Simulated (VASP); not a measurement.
# Pt (Fm-3m) in VASP: notebook

Runs on Pt. Level: LDA. Tasks: single point, relaxation of cell and atoms.

Everything below comes from runs of VASP 6.6.1. Logs are shortened: lines on timing, memory, paths and dates and some standing lists are left out, and cuts for length are marked.

## 1. The cell of the first run

Symmetry: Fm-3m, No. 225, cubic system. Conventional cell: a = 3.894 Å, b = 3.894 Å, c = 3.894 Å, α = 90.00°, β = 90.00°, γ = 90.00°. Within 3.6 Å of Pt (site symmetry m-3m) lie 12 Pt at 2.75 Å.

## 2. Single point, LDA

INCAR reads:

```
SYSTEM = Pt
ALGO = Normal
EDIFF = 1E-6
ENCUT = 500
GGA_COMPAT = .False.
ISIF = 2
ISMEAR = -1
LASPH = .True.
LCHARG = .True.
LELF = .True.
LREAL = .False.
LVHAR = .True.
LWAVE = .False.
NBANDS = 11
NELM = 120
PREC = Accurate
SIGMA = 0.05
```

KPOINTS reads:

```
k-points
0
Gamma
  18 18 18
  0 0 0
```

POSCAR reads:

```
Pt
1.0
    0.0000000000      1.9469164434      1.9469164434
    1.9469164434      0.0000000000      1.9469164434
    1.9469164434      1.9469164434      0.0000000000
Pt
1
Direct
    0.0000000000      0.0000000000      0.0000000000
```

Potentials or basis: VASP PAW LDA potentials, release 64 (Pt).

The run is started by

```
$ cat potpaw_LDA.64/Pt/POTCAR > POTCAR
$ mpirun -np 1 vasp_std > vasp.out
```

OUTCAR:

```text
SYSTEM = Pt
   EDIFF = 1E-6
   ENCUT = 500
   ISIF = 2
   ISMEAR = -1
   LASPH = .True.
   LREAL = .False.
   NELM = 120
   PREC = Accurate

 ion  position               nearest neighbor table
   1  0.000  0.000  0.000-

  LATTYP: Found a face centered cubic cell.
 ALAT       =     3.8938328868

  Lattice vectors:

 A1 = (   0.0000000000,   1.9469164434,   1.9469164434)
 A2 = (   1.9469164434,   0.0000000000,   1.9469164434)
 A3 = (   1.9469164434,   1.9469164434,   0.0000000000)

Analysis of symmetry for initial positions (statically):
=====================================================================
 Subroutine PRICEL returns:
 Original cell was already a primitive cell.

 Routine SETGRP: Setting up the symmetry group for a
 face centered cubic supercell.

 Subroutine GETGRP returns: Found 48 space group operations
 (whereof 48 operations were pure point group operations)
 out of a pool of 48 trial point group operations.

The static configuration has the point symmetry O_h .

Analysis of symmetry for dynamics (positions and initial velocities):
=====================================================================
 Subroutine PRICEL returns:
 Original cell was already a primitive cell.

 Routine SETGRP: Setting up the symmetry group for a
 face centered cubic supercell.

 Subroutine GETGRP returns: Found 48 space group operations
 (whereof 48 operations were pure point group operations)
 out of a pool of 48 trial point group operations.

The dynamic configuration has the point symmetry O_h .

 Subroutine INISYM returns: Found 48 space group operations
 (whereof 48 operations are pure point group operations),
 and found     1 'primitive' translations

----------------------------------------------------------------------------------------

                                     Primitive cell

  volume of cell :      14.7595

  direct lattice vectors                    reciprocal lattice vectors
     0.000000000  1.946916443  1.946916443    -0.256816363  0.256816363  0.256816363
     1.946916443  0.000000000  1.946916443     0.256816363 -0.256816363  0.256816363
     1.946916443  1.946916443  0.000000000     0.256816363  0.256816363 -0.256816363

  length of vectors
     2.753355639  2.753355639  2.753355639     0.444818989  0.444818989  0.444818989

  position of ions in fractional coordinates (direct lattice)
     0.000000000  0.000000000  0.000000000

  ion indices of the primitive-cell ions
   primitive index   ion index
                 1           1

----------------------------------------------------------------------------------------

 KPOINTS: k-points

Automatic generation of k-mesh.
 Grid dimensions read from file:
 generate k-points for:   18   18   18

 Generating k-lattice:

  Cartesian coordinates                     Fractional coordinates (reciprocal lattice)
    -0.014267576  0.014267576  0.014267576     0.055555556  0.000000000  0.000000000
     0.014267576 -0.014267576  0.014267576     0.000000000  0.055555556  0.000000000
     0.014267576  0.014267576 -0.014267576     0.000000000  0.000000000  0.055555556

  Length of vectors
     0.024712166  0.024712166  0.024712166

  Shift w.r.t. Gamma in fractional coordinates (k-lattice)
     0.000000000  0.000000000  0.000000000

 Subroutine IBZKPT returns following result:
 ===========================================

 Found    195 irreducible k-points:

 Following reciprocal coordinates:
            Coordinates               Weight
  0.000000  0.000000  0.000000      1.000000
  0.055556  0.000000  0.000000      8.000000
  0.111111  0.000000  0.000000      8.000000
  0.166667  0.000000  0.000000      8.000000
  0.222222  0.000000  0.000000      8.000000
  0.277778  0.000000  0.000000      8.000000
[... 16 lines left out ...]
 -0.277778  0.055556  0.000000     24.000000
 -0.222222  0.055556  0.000000     24.000000
 [... further k-points ...]
   k-points           NKPTS =    195   k-points in BZ     NKDIM =    195   number of bands    NBANDS=     11
   number of dos      NEDOS =    301   number of ions     NIONS =      1
   total plane-waves  NPLWV =   8000
   dimension x,y,z NGX =    20 NGY =   20 NGZ =   20
   dimension x,y,z NGXF=    40 NGYF=   40 NGZF=   40
   ions per type =               1
   NGX,Y,Z   is equivalent  to a cutoff of  12.08, 12.08, 12.08 a.u.
   NGXF,Y,Z  is equivalent  to a cutoff of  24.15, 24.15, 24.15 a.u.
 SYSTEM =  Pt
   PREC   = accura    normal or accurate (medium, high low for compatibility)
   ISTART =      0    job   : 0-new  1-cont  2-samecut
   ICHARG =      2    charge: 1-file 2-atom 10-const
   ISPIN  =      1    spin polarized calculation?
   LNONCOLLINEAR =      F non collinear calculations
   LSORBIT =      F    spin-orbit coupling
   LASPH  =      T    aspherical Exc in radial PAW
   ENCUT  =  500.0 eV  36.75 Ry    6.06 a.u.   5.02  5.02  5.02*2*pi/ulx,y,z
   NELM   =    120;   NELMIN=  2; NELMDL= -5     # of ELM steps
   EDIFF  = 0.1E-05   stopping-criterion for ELM
   LREAL  =      F    real-space projection
   EDIFFG = 0.1E-04   stopping-criterion for IOM
   NSW    =      0    number of steps for IOM
   IBRION =     -1    ionic relax: 0-MD 1-quasi-New 2-CG
   NFREE  =      0    steps in history (QN), initial steepest desc. (CG)
   ISIF   =      2    stress and relaxation
   ISYM   =      2    0-nonsym 1-usesym 2-fastsym
   POTIM  = 0.5000    time-step for ionic-motion
   TEBEG  =    0.0;   TEEND  =   0.0 temperature during run
   PSTRESS=    0.0 pullay stress
   NELECT =      10.0000    total number of electrons
   NUPDOWN=      -1.0000    fix difference up-down
   EMIN   =  10.00;   EMAX   =-10.00  energy-range for DOS
   EFERMI =   0.00;   METHOD = LEGACY
   ISMEAR =    -1;   SIGMA  =   0.05  broadening in eV -4-tet -1-fermi 0-gaus
   EFERMI_NEDOS =   21; number of points for ismear=-14 and -15
   IALGO  =     38    algorithm
   IMIX   =      4    mixing-type and parameters
     AMIX     =   0.40;   BMIX     =  1.00
     AMIX_MAG =   1.60;   BMIX_MAG =  1.00
  volume/ion in A,a.u.               =      14.76        99.60
  Fermi-wavevector in a.u.,A,eV,Ry     =   1.437863  2.717167 28.129366  2.067450
  Thomas-Fermi vector in A             =   2.556894
   LORBIT       =      0    0 simple, 1 ext, 2 COOP (PROOUT), +10 PAW based schemes
   GGA     = CA    functional components
   LHFCALC =     F    Hartree Fock is set to
   AEXX    =    0.0000 exact exchange contribution
   IVDW    =     0    specifies the selected vdW correction
   LEPSILON=     F    determine dielectric tensor
   LRPA    =     F    only Hartree local field effects (RPA)
 non-spin polarized calculation
  energy-cutoff  :      500.00
  volume of cell :       14.76
 maximum number of plane-waves:       388
   NGX =  9   NGY =  9   NGZ =  9

 number of electron      10.0000000 magnetization

 Free energy of the ion-electron system (eV)
  ---------------------------------------------------
  ext. energy  EPLUGINS =         0.00000000
  ---------------------------------------------------
  free energy    TOTEN  =        -7.51014206 eV

  energy without entropy =       -7.49408470  energy(sigma->0) =       -7.50211338

 E-fermi :  11.5677     XC(G=0): -13.8130

 val. band max:       11.5630173203   @ k =  -0.3333   0.3889   0.1111
 cond. band min:      11.5788972300   @ k =   0.3889   0.2222   0.0000
 fundamental gap:      0.0158799097
 Fermi energy:        11.5677467166

 k-point     1 :       0.0000    0.0000    0.0000
  band No.  band energies     occupation
      1       1.0745      2.00000
      2       7.6092      2.00000
      3       7.6092      2.00000
      4       7.6092      2.00000
      5       9.8797      2.00000
      6       9.8797      2.00000
      7      26.1221      0.00000
      8      31.1658      0.00000
      9      31.1658      0.00000
     10      31.1658      0.00000
     11      36.6987      0.00000

 k-point     2 :       0.0556    0.0000    0.0000
  band No.  band energies     occupation
      1       1.2018      2.00000
      2       7.5506      2.00000
      3       7.6608      2.00000
      4       7.6608      2.00000
      5       9.8496      2.00000
      6       9.8496      2.00000
      7      26.3256      0.00000
      8      30.5075      0.00000
      9      31.3656      0.00000
     10      31.3656      0.00000
     11      37.4428      0.00000

 k-point     3 :       0.1111    0.0000    0.0000
  band No.  band energies     occupation
      1       1.5721      2.00000
      2       7.4007      2.00000
      3       7.7962      2.00000
      4       7.7962      2.00000
      5       9.7850      2.00000
      6       9.7850      2.00000
      7      26.8823      0.00000
      8      29.1200      0.00000
      9      31.9478      0.00000
     10      31.9478      0.00000
     11      38.3483      0.00000

 k-point     4 :       0.1667    0.0000    0.0000
  band No.  band energies     occupation
      1       2.1437      2.00000
      2       7.2343      2.00000
      3       7.9498      2.00000
      4       7.9498      2.00000
      5       9.7653      2.00000
      6       9.7653      2.00000
      7      27.5378      0.00000
      8      27.5989      0.00000
      9      32.8566      0.00000
     10      32.8566      0.00000
     11      36.7676      0.00000
[... 239 lines left out ...]
 k-point    22 :      -0.3333    0.0556    0.0000
  band No.  band energies     occupation
      1       3.9948      2.00000
      2       7.7186      2.00000
      3       7.8367      2.00000
      4       8.2761      2.00000
      5      10.5822      2.00000
      6      11.3587      1.96991
      7      21.3932      0.00000
      8      26.8632      0.00000
      9      31.3524      0.00000
     10      33.3224      0.00000
     11      36.5287      0.00000

 k-point    23 :      -0.2778    0.0556    0.0000
  band No.  band energies     occupation
      1       3.7102      2.00000
      2       7.4450      2.00000
      3       7.9101      2.00000
      4       7.9862      2.00000
      5      10.0674      2.00000
      6      10.8340      2.00000
      7      23.4504      0.00000
      8      27.6234      0.00000
      9      32.3232      0.00000
     10      34.8665      0.00000
     11      35.1930      0.00000

 k-point    24 :      -0.2222    0.0556    0.0000
  band No.  band energies     occupation
      1       3.1550      2.00000
      2       7.1030      2.00000
      3       8.0214      2.00000
      4       8.0904      2.00000
      5       9.6647      2.00000
      6      10.3768      2.00000
      7      25.3543      0.00000
      8      28.1586      0.00000
      9      32.8105      0.00000
     10      34.1713      0.00000
     11      35.4333      0.00000

 [... further k-points ...]
[... 5 lines left out ...]
  --------------------------------------------------------------------------------------
  -------------------------------------------------------------------------------------
  Total        0.0745537      0.0745537      0.0745537      0.0000000      0.0000000      0.0000000
  in kB        8.0929697      8.0929697      8.0929697      0.0000000      0.0000000      0.0000000
  external PRESSURE =       8.0929697 kB  Pullay stress =       0.0000000 kB

 VOLUME and BASIS-vectors are now :
 -----------------------------------------------------------------------------
  energy-cutoff  :      500.00
  volume of cell :       14.76
      direct lattice vectors                 reciprocal lattice vectors
     0.000000000  1.946916443  1.946916443    -0.256816363  0.256816363  0.256816363
     1.946916443  0.000000000  1.946916443     0.256816363 -0.256816363  0.256816363
     1.946916443  1.946916443  0.000000000     0.256816363  0.256816363 -0.256816363

 POSITION                                       TOTAL-FORCE (eV/Angst)
 -----------------------------------------------------------------------------------
      0.00000      0.00000      0.00000         0.000000      0.000000      0.000000
 -----------------------------------------------------------------------------------
    total drift:                               -0.000000     -0.000000     -0.000000

  FREE ENERGIE OF THE ION-ELECTRON SYSTEM (eV)
  ---------------------------------------------------
  free  energy   TOTEN  =        -7.5101420622 eV

  energy  without entropy=       -7.4940847002  energy(sigma->0) =       -7.50211338
```

Run time: 11 s. Hardware: 1 thread of AMD EPYC 9R45 (Zen 5), shared host; peak memory 0.11 GiB.

Results:

| Property | Result |
| --- | --- |
| Free energy | -7.5101 eV |
| Pressure | 0.8 GPa |
| Band gap on the k mesh | zero (bands 5 and 6 overlap by 2.31 eV) |

Caveat: spin-orbit coupling is left out, which moves the levels of the heavy elements.

## 3. Relaxation of cell and atoms, LDA

This run uses another cell than the first one, of 15.06 Å³/atom.

INCAR reads:

```
PREC = Accurate
ENCUT = 500
EDIFF = 1E-7
ISMEAR = -1
SIGMA = 0.05
LREAL = F
LASPH = T
NELM = 120
ALGO = Normal
ISIF = 3
LWAVE = F
LCHARG = F
GGA = CA
IBRION = 2
NSW = 80
EDIFFG = -0.02
GGA_COMPAT = F
NELMIN = 4
```

KPOINTS reads:

```
regular mesh
0
Gamma
  18 18 18
```

POSCAR reads:

```
Pt
1.0
    0.0000000000      1.9600000000      1.9600000000
    1.9600000000      0.0000000000      1.9600000000
    1.9600000000      1.9600000000      0.0000000000
Pt
1
Direct
    0.0000000000      0.0000000000      0.0000000000
```

Potentials or basis: VASP PAW LDA potentials, release 64 (Pt).

The run is started by

```
$ cat potpaw_LDA.64/Pt/POTCAR > POTCAR
$ mpirun -np 1 vasp_std > vasp.out
```

It took 21 s on 1 thread of AMD EPYC 9R45 (Zen 5), shared host; peak memory 0.12 GiB.

The run converged. Its results:

```yaml
Free_energy: -7.5105 eV
Relaxed_volume: 14.80 Å³/atom
Relaxed_cell: a = 2.756 Å, b = 2.756 Å, c = 2.756 Å, α = 60.00°, β = 60.00°, γ = 60.00°
Space_group_after_relaxing_to_0.1_Å: Fm-3m (No. 225)
Energy_gained_by_relaxing: 4.2 meV/atom
Ionic_steps: 3
Pressure_after_relaxing: -0.1 GPa
Band_gap_on_the_k_mesh: zero (bands 5 and 6 overlap by 2.30 eV)
```

The path:
| step | energy change (eV) | largest force (eV/Å) | pressure (GPa) | volume (Å³) |
| --- | --- | --- | --- | --- |
| 1 | 0.0000 | 0.0000 | -5.11 | 15.06 |
| 2 | 0.0375 | 0.0000 | 18.62 | 14.04 |
| 3 | -0.0042 | 0.0000 | -0.12 | 14.80 |

Final structure:
```
Pt
1.0
     0.00000    1.94883    1.94883
     1.94883    0.00000    1.94883
     1.94883    1.94883    0.00000
Pt
1
Direct
  0.00000 0.00000 0.00000
```

Levels at points of the mesh, in eV from the Fermi level:
| k point | band 2 | band 3 | band 4 | band 5 | band 6 | band 7 | band 8 | band 9 |
| --- | --- | --- | --- | --- | --- | --- | --- | --- |
| (0.00, 0.00, 0.00) | -3.94 | -3.94 | -3.94 | -1.68 | -1.68 | 14.56 | 19.59 | 19.59 |
| (0.50, 0.00, 0.00) | -4.00 | -4.00 | -0.56 | 0.04 | 0.04 | 5.97 | 14.14 | 19.02 |
| (0.50, 0.50, 0.00) | -6.86 | 0.02 | 0.51 | 0.51 | 1.73 | 9.07 | 11.39 | 11.39 |

Caveat: spin-orbit coupling is left out, which moves the levels of the heavy elements.
